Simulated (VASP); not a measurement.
# Eu (P6_3/mmc) in VASP: further runs

The runs below take Eu through single point, with PBE+U.

Everything below comes from runs of VASP 6.6.1. Logs are shortened: lines on timing, memory, paths and dates and some standing lists are left out, and cuts for length are marked.

### Step 1. The cell of the first run

The structure is hexagonal, space group P6_3/mmc (No. 194). Conventional cell: a = 4.071 Å, b = 4.071 Å, c = 6.596 Å, α = 90.00°, β = 90.00°, γ = 120.00°. Within 5.3 Å of Eu (site symmetry -6m2) lie 12 Eu at 4.05 to 4.07 Å.

This isn't the form of Eu at room conditions, which is bcc.

### Step 2. Single point, PBE+U, collinear spin, antiferromagnetic start

INCAR

```
PREC = Accurate ; ENCUT = 520
EDIFF = 1E-7 ; ISMEAR = 0
SIGMA = 0.05 ; LREAL = False
LASPH = True ; NELM = 150
ALGO = Normal ; ISIF = 2
LWAVE = False ; LCHARG = False
ISPIN = 2 ; MAGMOM = 7 -7 -7 7
LORBIT = 11 ; LMAXMIX = 6
LDAU = True ; LDAUTYPE = 2
LDAUL = 3 ; LDAUU = 6
LDAUJ = 0 ; LDAUPRINT = 1
GGA = PE ; NBANDS = 46
```

KPOINTS

```
regular mesh
0
Gamma
  4 2 2
```

POSCAR

```
Eu
1.0
   -4.0713949784      0.0000000030      0.0000000000
    0.0000000000      0.0000000000     -6.5956598545
   -0.0000000052     -7.0518629602      0.0000000000
Eu
4
Direct
    0.0000000000     -0.2500000000     -0.3333333333
   -0.5000000000     -0.7500000000     -0.1666666667
    0.5000000000     -0.2500000000      0.1666666667
    0.0000000000     -0.7500000000      0.3333333333
```

Potentials or basis: VASP PAW PBE potentials, release 64 (Eu).

Run with:

```bash
> cat potpaw_PBE.64/Eu/POTCAR > POTCAR
> mpirun -np 1 vasp_std > vasp.out
```

OUTCAR:

```text
PREC = Accurate
   ENCUT = 520
   EDIFF = 1E-7
   ISMEAR = 0
   LREAL = False
   LASPH = True
   NELM = 150
   ISIF = 2
   ISPIN = 2
   LORBIT = 11
   GGA = PE

 ion  position               nearest neighbor table
   1  0.000  0.750  0.667-
   2  0.500  0.250  0.833-
   3  0.500  0.750  0.167-
   4  0.000  0.250  0.333-

  LATTYP: Found a simple orthorhombic cell.
 ALAT       =     4.0713949784
 B/A-ratio  =     1.6199999974
 C/A-ratio  =     1.7320508076

  Lattice vectors:

 A1 = (  -4.0713949784,   0.0000000030,   0.0000000000)
 A2 = (   0.0000000000,   0.0000000000,  -6.5956598545)
 A3 = (  -0.0000000052,  -7.0518629602,   0.0000000000)

Analysis of symmetry for initial positions (statically):
=====================================================================
 Subroutine PRICEL returns following result:

  LATTYP: Found a hexagonal cell.
 ALAT       =     4.0713949784
 C/A-ratio  =     1.6199999974
[... 12 lines left out ...]
 Subroutine GETGRP returns: Found  8 space group operations
 (whereof  4 operations were pure point group operations)
 out of a pool of  8 trial point group operations.

The static configuration has the point symmetry C_2h.
 The point group associated with its full space group is D_2h.

Analysis of symmetry for dynamics (positions and initial velocities):
=====================================================================
 Subroutine PRICEL returns following result:

  LATTYP: Found a hexagonal cell.
 ALAT       =     4.0713949784
 C/A-ratio  =     1.6199999974
[... 12 lines left out ...]
 Subroutine GETGRP returns: Found  8 space group operations
 (whereof  4 operations were pure point group operations)
 out of a pool of  8 trial point group operations.

The dynamic configuration has the point symmetry C_2h.
 The point group associated with its full space group is D_2h.

Analysis of structural, dynamic, and magnetic symmetry:
=====================================================================
 Subroutine PRICEL returns following result:

  LATTYP: Found a hexagonal cell.
 ALAT       =     4.0713949784
 C/A-ratio  =     1.6199999974
[... 12 lines left out ...]
 Subroutine GETGRP returns: Found  8 space group operations
 (whereof  4 operations were pure point group operations)
 out of a pool of  8 trial point group operations.

The overall configuration has the point symmetry C_2h.
 The point group associated with its full space group is D_2h.

 Subroutine INISYM returns: Found  8 space group operations
 (whereof  4 operations are pure point group operations),
 and found     2 'primitive' translations

----------------------------------------------------------------------------------------

                                     Primitive cell

  volume of cell :      94.6837

  direct lattice vectors                    reciprocal lattice vectors
    -2.035697492 -3.525931479  0.000000000    -0.245616062 -0.141806499  0.000000000
    -2.035697487  3.525931482  0.000000000    -0.245616062  0.141806499  0.000000000
[... 99 lines left out ...]
   U (eV)           for each species LDAUU =   6.0
   J (eV)           for each species LDAUJ =   0.0
   GGA     = PE    functional components
   LHFCALC =     F    Hartree Fock is set to
   AEXX    =    0.0000 exact exchange contribution
   IVDW    =     0    specifies the selected vdW correction
   LEPSILON=     F    determine dielectric tensor
   LRPA    =     F    only Hartree local field effects (RPA)
 spin polarized calculation
 Gauss-broadening in eV      SIGMA  =   0.05
  energy-cutoff  :      520.00
  volume of cell :      189.37
 maximum number of plane-waves:      5142
   NGX = 15   NGY = 25   NGZ = 27

 number of electron      68.0000004 magnetization      -0.0000000

atom =   1  type =  1  l = 3

 onsite density matrix

spin component  1
[... 144 lines left out ...]
  o =  0.0000  v =  0.0000  0.0000  0.0000  0.0000  0.0000  0.0000  0.0000 -0.0000  0.0000  0.0000  0.9012 -0.0000 -0.4335  0.0000      0.0000  0.0000  0.0000  0.0000  0.0000  0.0000  0.0000  0.0000  0.0000  0.0000  0.0000  0.0000  0.0000  0.0000
  o =  0.0001  v =  0.0000  0.0000  0.0000  0.0000  0.0000  0.0000  0.0000 -0.0000  0.0000  0.0000 -0.0000 -0.8616  0.0000  0.5077      0.0000  0.0000  0.0000  0.0000  0.0000  0.0000  0.0000  0.0000  0.0000  0.0000  0.0000  0.0000  0.0000  0.0000
  o =  0.0001  v =  0.0000  0.0000  0.0000  0.0000  0.0000  0.0000  0.0000  0.9831 -0.0000 -0.1832  0.0000 -0.0000 -0.0000  0.0000      0.0000  0.0000  0.0000  0.0000  0.0000  0.0000  0.0000  0.0000  0.0000  0.0000  0.0000  0.0000  0.0000  0.0000
  o =  0.0001  v =  0.0000  0.0000  0.0000  0.0000  0.0000  0.0000  0.0000 -0.0000  0.0000 -0.0000 -0.0000  0.5077  0.0000  0.8616      0.0000  0.0000  0.0000  0.0000  0.0000  0.0000  0.0000  0.0000  0.0000  0.0000  0.0000  0.0000  0.0000  0.0000
  o =  0.0001  v =  0.0000  0.0000  0.0000  0.0000  0.0000  0.0000  0.0000  0.1832  0.0000  0.9831  0.0000  0.0000 -0.0000  0.0000      0.0000  0.0000  0.0000  0.0000  0.0000  0.0000  0.0000  0.0000  0.0000  0.0000  0.0000  0.0000  0.0000  0.0000
  o =  0.0001  v =  0.0000  0.0000  0.0000  0.0000  0.0000  0.0000  0.0000  0.0000 -1.0000  0.0000 -0.0000 -0.0000 -0.0000  0.0000      0.0000  0.0000  0.0000  0.0000  0.0000  0.0000  0.0000  0.0000  0.0000  0.0000  0.0000  0.0000  0.0000  0.0000
  o =  0.0002  v =  0.0000  0.0000  0.0000  0.0000  0.0000  0.0000  0.0000 -0.0000  0.0000  0.0000 -0.4335  0.0000 -0.9012  0.0000      0.0000  0.0000  0.0000  0.0000  0.0000  0.0000  0.0000  0.0000  0.0000  0.0000  0.0000  0.0000  0.0000  0.0000
  o =  0.9751  v = -0.0000  0.0000  0.0000  1.0000  0.0000 -0.0050 -0.0000  0.0000  0.0000  0.0000  0.0000  0.0000  0.0000  0.0000      0.0000  0.0000  0.0000  0.0000  0.0000  0.0000  0.0000  0.0000  0.0000  0.0000  0.0000  0.0000  0.0000  0.0000
  o =  0.9755  v =  0.9994  0.0000 -0.0348  0.0000  0.0000  0.0000  0.0000  0.0000  0.0000  0.0000  0.0000  0.0000  0.0000  0.0000      0.0000  0.0000  0.0000  0.0000  0.0000  0.0000  0.0000  0.0000  0.0000  0.0000  0.0000  0.0000  0.0000  0.0000
  o =  0.9765  v =  0.0000  0.0000  0.0000 -0.0050 -0.0000 -1.0000  0.0000  0.0000  0.0000  0.0000  0.0000  0.0000  0.0000  0.0000      0.0000  0.0000  0.0000  0.0000  0.0000  0.0000  0.0000  0.0000  0.0000  0.0000  0.0000  0.0000  0.0000  0.0000
  o =  0.9772  v = -0.0000  0.0000  0.0000  0.0000 -0.9003  0.0000  0.4353  0.0000  0.0000  0.0000  0.0000  0.0000  0.0000  0.0000      0.0000  0.0000  0.0000  0.0000  0.0000  0.0000  0.0000  0.0000  0.0000  0.0000  0.0000  0.0000  0.0000  0.0000
  o =  0.9776  v =  0.0348 -0.0000  0.9994 -0.0000  0.0000  0.0000 -0.0000  0.0000  0.0000  0.0000  0.0000  0.0000  0.0000  0.0000      0.0000  0.0000  0.0000  0.0000  0.0000  0.0000  0.0000  0.0000  0.0000  0.0000  0.0000  0.0000  0.0000  0.0000
  o =  0.9778  v = -0.0000 -1.0000 -0.0000  0.0000  0.0000 -0.0000  0.0000  0.0000  0.0000  0.0000  0.0000  0.0000  0.0000  0.0000      0.0000  0.0000  0.0000  0.0000  0.0000  0.0000  0.0000  0.0000  0.0000  0.0000  0.0000  0.0000  0.0000  0.0000
  o =  0.9779  v = -0.0000  0.0000  0.0000  0.0000  0.4353  0.0000  0.9003  0.0000  0.0000  0.0000  0.0000  0.0000  0.0000  0.0000      0.0000  0.0000  0.0000  0.0000  0.0000  0.0000  0.0000  0.0000  0.0000  0.0000  0.0000  0.0000  0.0000  0.0000

 number of electron      68.0000004 magnetization       0.0000000

 Free energy of the ion-electron system (eV)
  ---------------------------------------------------
  ext. energy  EPLUGINS =         0.00000000
  ---------------------------------------------------
  free energy    TOTEN  =       -42.97479150 eV

  energy without entropy =      -42.96757752  energy(sigma->0) =      -42.97118451

 E-fermi :   1.6783     XC(G=0):  -8.2912

 val. band max:        1.6159514135   @ k =   0.2500   0.0000   0.0000
 cond. band min:       1.6944582120   @ k =  -0.0000   0.0000   0.5000
 fundamental gap:      0.0785067985
 Fermi energy:         1.6782796537

 spin component 1

 k-point     1 :       0.0000    0.0000    0.0000
  band No.  band energies     occupation
      1     -39.2487      1.00000
      2     -39.2416      1.00000
      3     -36.0606      1.00000
      4     -36.0514      1.00000
      5     -18.2448      1.00000
      6     -18.2307      1.00000
[... 577 lines left out ...]
     45       5.1133      0.00000
     46       5.1133      0.00000
 Fermi energy:         1.6782796537

 spin component 2

 k-point     1 :       0.0000    0.0000    0.0000
  band No.  band energies     occupation
      1     -39.2487      1.00000
      2     -39.2416      1.00000
      3     -36.0606      1.00000
      4     -36.0514      1.00000
      5     -18.2448      1.00000
      6     -18.2307      1.00000
[... 577 lines left out ...]
     45       5.1133      0.00000
     46       5.1133      0.00000

------------------------ aborting loop because EDIFF is reached ----------------------------------------

  FORCE on cell =-STRESS in cart. coord.  units (eV):
  Direction    XX          YY          ZZ          XY          YZ          ZX
  --------------------------------------------------------------------------------------
  -------------------------------------------------------------------------------------
  Total       -0.1456570     -0.1370852      0.4784979      0.0000000     -0.0000000      0.0000000
  in kB       -1.2323575     -1.1598340      4.0484169      0.0000000     -0.0000000      0.0000000
  external PRESSURE =       0.5520751 kB  Pullay stress =       0.0000000 kB

 VOLUME and BASIS-vectors are now :
 -----------------------------------------------------------------------------
  energy-cutoff  :      520.00
  volume of cell :      189.37
      direct lattice vectors                 reciprocal lattice vectors
    -4.071394978  0.000000003  0.000000000    -0.245616062  0.000000000  0.000000000
     0.000000000  0.000000000 -6.595659855     0.000000000  0.000000000 -0.151614853
    -0.000000005 -7.051862960  0.000000000    -0.000000000 -0.141806499  0.000000000

 POSITION                                       TOTAL-FORCE (eV/Angst)
 -----------------------------------------------------------------------------------
     -0.00000     -4.70124     -4.94674         0.000000      0.026766     -0.000000
     -2.03570     -5.87655     -1.64891        -0.000000     -0.026766     -0.000000
     -2.03570     -1.17531     -4.94674         0.000000      0.026766      0.000000
     -0.00000     -2.35062     -1.64891        -0.000000     -0.026766      0.000000
 -----------------------------------------------------------------------------------
    total drift:                               -0.000000     -0.000000     -0.000000

  FREE ENERGIE OF THE ION-ELECTRON SYSTEM (eV)
  ---------------------------------------------------
  free  energy   TOTEN  =       -42.9747914972 eV

  energy  without entropy=      -42.9675775221  energy(sigma->0) =      -42.97118451

 total charge

# of ion       s       p       d       f       tot
--------------------------------------------------
    1        2.081   5.736   0.213   6.831  14.861
    2        2.081   5.736   0.213   6.831  14.861
    3        2.081   5.736   0.213   6.831  14.861
    4        2.081   5.736   0.213   6.831  14.861
--------------------------------------------------
tot          8.323  22.945   0.851  27.325  59.445

 magnetization (x)

# of ion       s       p       d       f       tot
--------------------------------------------------
    1       -0.001  -0.110   0.078   6.830   6.797
    2        0.001   0.110  -0.078  -6.830  -6.797
    3        0.001   0.110  -0.078  -6.830  -6.797
    4       -0.001  -0.110   0.078   6.830   6.797
--------------------------------------------------
tot          0.000   0.000   0.000   0.000   0.000
```

It took 18 min on 1 thread of Intel Xeon Platinum 8375C at 2.90GHz (Ice Lake), shared host; peak memory 0.42 GiB.

What came out:

```yaml
Free_energy: -42.9748 eV
Pressure: 0.1 GPa
Largest_force: 0.027 eV/Å
Band_gap_on_the_k_mesh: zero (filled and empty bands overlap)
Net_moment: 0.00 μB per cell
Site_moments: Eu +6.80, -6.80 (each value once) μB
Valence_electrons_inside_the_program's_atomic_spheres: Eu 14.86
```

Forces on the atoms (eV/Å):
```
Eu   0.000  0.027  0.000
Eu   0.000 -0.027  0.000
Eu   0.000  0.027  0.000
Eu   0.000 -0.027  0.000
```

Stress tensor (GPa, compression positive):
```
-0.12  0.00  0.00
 0.00 -0.12  0.00
 0.00  0.00  0.40
```

Levels at points of the mesh, in eV from the Fermi level:
Spin up:
| k point | band 30 | band 31 | band 32 | band 33 | band 34 | band 35 | band 36 | band 37 | band 38 | band 39 |
| --- | --- | --- | --- | --- | --- | --- | --- | --- | --- | --- |
| (0.00, 0.00, 0.00) | -1.87 | -1.87 | -1.26 | -1.07 | -0.43 | -0.17 | 0.36 | 0.90 | 1.64 | 2.08 |
| (0.50, 0.00, 0.00) | -1.86 | -1.25 | -1.09 | -0.17 | 0.13 | 0.29 | 0.38 | 0.42 | 0.46 | 1.42 |
| (0.00, 0.50, 0.00) | -1.89 | -1.87 | -1.87 | -0.90 | -0.90 | 0.53 | 0.53 | 1.38 | 1.38 | 1.60 |
| (0.50, 0.50, 0.00) | -1.86 | -0.73 | -0.73 | -0.58 | -0.58 | 0.62 | 0.62 | 0.74 | 0.74 | 1.04 |
| (0.00, 0.00, 0.50) | -1.89 | -1.87 | -1.86 | -0.38 | -0.25 | 0.02 | 0.62 | 0.81 | 1.18 | 1.75 |
| (0.50, 0.00, 0.50) | -1.86 | -1.24 | -0.91 | -0.61 | -0.31 | -0.30 | 0.21 | 0.38 | 0.40 | 1.40 |
| (0.00, 0.50, 0.50) | -1.89 | -1.87 | -1.87 | -1.55 | -1.55 | 0.74 | 0.74 | 1.06 | 1.06 | 1.72 |
| (0.50, 0.50, 0.50) | -1.86 | -0.99 | -0.99 | -0.92 | -0.92 | 0.55 | 0.55 | 0.67 | 0.67 | 1.51 |
Spin down:
```
           k point  band 32  band 33  band 34  band 35  band 36  band 37
(0.00, 0.00, 0.00)    -1.26    -1.07    -0.43    -0.17     0.36     0.90
(0.50, 0.00, 0.00)    -1.09    -0.17     0.13     0.29     0.38     0.42
(0.00, 0.50, 0.00)    -1.87    -0.90    -0.90     0.53     0.53     1.38
(0.50, 0.50, 0.00)    -0.73    -0.58    -0.58     0.62     0.62     0.74
(0.00, 0.00, 0.50)    -1.86    -0.38    -0.25     0.02     0.62     0.81
(0.50, 0.00, 0.50)    -0.91    -0.61    -0.31    -0.30     0.21     0.38
(0.00, 0.50, 0.50)    -1.87    -1.55    -1.55     0.74     0.74     1.06
(0.50, 0.50, 0.50)    -0.99    -0.92    -0.92     0.55     0.55     0.67
```

Eigenvalues of the final occupation matrices:
```csv
site,spin,trace,eigenvalues
site 1 f,1,6.84,0.98 0.98 0.98 0.98 0.98 0.98 0.98
site 1 f,2,0.00,0.00 0.00 0.00 0.00 0.00 0.00 0.00
site 2 f,1,0.00,0.00 0.00 0.00 0.00 0.00 0.00 0.00
site 2 f,2,6.84,0.98 0.98 0.98 0.98 0.98 0.98 0.98
site 3 f,1,0.00,0.00 0.00 0.00 0.00 0.00 0.00 0.00
site 3 f,2,6.84,0.98 0.98 0.98 0.98 0.98 0.98 0.98
site 4 f,1,6.84,0.98 0.98 0.98 0.98 0.98 0.98 0.98
site 4 f,2,0.00,0.00 0.00 0.00 0.00 0.00 0.00 0.00
```

Caveat: the k points lie up to 0.48 Å⁻¹ apart; the antiferromagnetic order is the one typed at the start, and another may lie lower; spin-orbit coupling is left out, which moves the levels of the heavy elements. The state reached can hang on the start; a lower one may exist.

### Step 3. Single point, PBE+U, collinear spin, ferromagnetic start (43.41 Å³/atom)

INCAR

```
SYSTEM = Eu
  PREC = Accurate
  ENCUT = 520
  EDIFF = 1E-6
  ISMEAR = 0
  SIGMA = 0.05
  LREAL = .FALSE.
  LASPH = .TRUE.
  NELM = 150
  ALGO = Normal
  ISIF = 2
  LWAVE = .FALSE.
  LCHARG = .TRUE.
  ISPIN = 2
  MAGMOM = 7.98 7.98
  LORBIT = 11
  LMAXMIX = 6
  LDAU = .TRUE.
  LDAUTYPE = 2
  LDAUL = 3
  LDAUU = 6
  LDAUJ = 0
  LDAUPRINT = 1
  GGA = PE
  LELF = .TRUE.
  LVHAR = .TRUE.
  NBANDS = 28
```

KPOINTS

```
Automatic mesh
0
G
  14 14 8
  0 0 0
```

POSCAR

```
Eu
1.0
    3.9555108283     -0.0000000029      0.0000000000
   -1.9777554116      3.4255728637      0.0000000000
    0.0000000000      0.0000000000      6.4079275316
Eu
2
Direct
    0.3333333333      0.6666666667      0.2500000000
    0.6666666667      0.3333333333      0.7500000000
```

Potentials or basis: VASP PAW PBE potentials, release 64 (Eu).

Run with:

```bash
> cat potpaw_PBE.64/Eu/POTCAR > POTCAR
> mpirun -np 1 vasp_std > vasp.out
```

It took 23 min on 1 thread of Oxide Virtual Turin-like, shared host; peak memory 0.52 GiB.

The run converged. Its results:

| Item | Value |
| --- | --- |
| Free energy | -21.4909 eV |
| Pressure | 1.5 GPa |
| Net moment | 15.03 μB per cell |
| Site moments | Eu +6.85 μB |
| Valence electrons inside the program's atomic spheres | Eu 14.88 |

Levels at points of the mesh, in eV from the Fermi level:
Spin up:
| k point | band 20 | band 21 | band 22 | band 23 | band 24 | band 25 | band 26 | band 27 | band 28 |
| --- | --- | --- | --- | --- | --- | --- | --- | --- | --- |
| (0.00, 0.00, 0.00) | -1.78 | -1.78 | -1.76 | -1.75 | -1.63 | 0.58 | 1.96 | 1.96 | 2.03 |
| (0.50, 0.00, 0.00) | -1.78 | -1.77 | -1.76 | -1.42 | -0.88 | -0.55 | 0.06 | 1.36 | 1.77 |
| (0.00, 0.00, 0.50) | -1.77 | -1.77 | -1.77 | -1.76 | -1.76 | 1.04 | 1.04 | 1.92 | 1.92 |
| (0.50, 0.00, 0.50) | -1.78 | -1.78 | -1.78 | -1.38 | -1.38 | 0.26 | 0.26 | 1.32 | 1.32 |
Spin down:
```csv
k point,band 8,band 9,band 10,band 11,band 12,band 13
"(0.00, 0.00, 0.00)",-17.19,-3.47,-0.85,1.53,2.94,2.94
"(0.50, 0.00, 0.00)",-17.27,-0.62,-0.04,0.32,0.99,2.27
"(0.00, 0.00, 0.50)",-17.24,-2.22,-2.22,1.89,1.89,2.92
"(0.50, 0.00, 0.50)",-17.34,-0.55,-0.55,1.14,1.14,2.19
```

Eigenvalues of the final occupation matrices:
```
    site  spin  trace                         eigenvalues
site 1 f     1   6.82  0.97 0.97 0.98 0.98 0.98 0.98 0.98
site 1 f     2   0.00  0.00 0.00 0.00 0.00 0.00 0.00 0.00
site 2 f     1   6.82  0.97 0.97 0.98 0.98 0.98 0.98 0.98
site 2 f     2   0.00  0.00 0.00 0.00 0.00 0.00 0.00 0.00
```

Caveat: spin-orbit coupling is left out, which moves the levels of the heavy elements. The state reached can hang on the start; a lower one may exist.

The gap in the log of VASP goes by the Fermi energy; the results here count the filled bands.